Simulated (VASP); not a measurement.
A run of VASP 6.6.1:

INCAR

```
PREC = Accurate
ENCUT = 520
EDIFF = 1E-6
ISMEAR = 0
SIGMA = 0.05
LREAL = False
LASPH = True
NELM = 100
ALGO = Normal
ISIF = 2
LWAVE = False
LCHARG = True
GGA = PE
LELF = True
LVHAR = True
NBANDS = 11
```

Contents of KPOINTS:

```
regular mesh
0
Gamma
  10 10 10
```

Contents of POSCAR:

```
MgO
1.0
    0.0000000000      2.1269229054      2.1269229054
    2.1269229054      0.0000000000      2.1269229054
    2.1269229054      2.1269229054      0.0000000000
Mg O
1 1
Direct
    0.0058770348     -0.0058770348      0.0058770348
    0.5000000000      0.5000000000      0.5000000000
```

Potentials or basis: VASP PAW PBE potentials, release 64 (Mg, O).

The run is started by

```sh
$ cat potpaw_PBE.64/Mg/POTCAR potpaw_PBE.64/O/POTCAR > POTCAR
$ mpirun -np 1 vasp_std > vasp.out
```

Hardware: 1 thread of Intel(R) Xeon(R) Platinum 8488C (Sapphire Rapids), with other jobs on the host.

**Question.** How long does it take, and how much memory?

**Answer.** Run time: 10 s on 1 thread of Intel(R) Xeon(R) Platinum 8488C (Sapphire Rapids), on a shared host, peak memory 0.15 GiB. Counts: scf iterations 12, k points 102.
